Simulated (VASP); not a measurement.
Here is a VASP 6.6.1 calculation.

The input INCAR:

```
SYSTEM = Ga
PREC = Accurate
ENCUT = 520
EDIFF = 1E-7
ISMEAR = -1
SIGMA = 0.1
LREAL = .FALSE.
LASPH = .TRUE.
NELM = 60
ALGO = Normal
ISIF = 2
LWAVE = .FALSE.
LCHARG = .FALSE.
GGA = RP
NBANDS = 62
```

The input KPOINTS:

```
Automatic mesh
0
G
  5 5 5
  0 0 0
```

The input POSCAR:

```
Ga
1.0
    5.4506074456      0.0000000000      0.0000000000
    0.0000000000      5.4506074456      0.0000000000
    0.0000000000      0.0000000000      5.4506074456
Ga
8
Direct
    1.0000000000      1.0000000000      1.0000000000
    0.5000000000      0.5000000000      0.5000000000
    0.2500000000      0.0000000000      0.5000000000
    0.7500000000      0.0000000000      0.5000000000
    0.5000000000      0.2500000000      1.0000000000
    0.5000000000      0.7500000000      1.0000000000
    1.0000000000      0.5000000000      0.2500000000
    1.0000000000      0.5000000000      0.7500000000
```

Potentials or basis: VASP PAW PBE potentials, release 64 (Ga_d).

Run with:

```bash
$ cat potpaw_PBE.64/Ga_d/POTCAR > POTCAR
$ mpirun -np 1 vasp_std > vasp.out
```

Problem. Estimate the band gap on the k mesh.

Solution. Zero (bands 52 and 53 overlap by 2.62 eV).

Problem. Predict the pressure.

Solution. 0.1 GPa.

Caveat: the PAW data sets were made with another functional, which shifts forces and pressure a little.
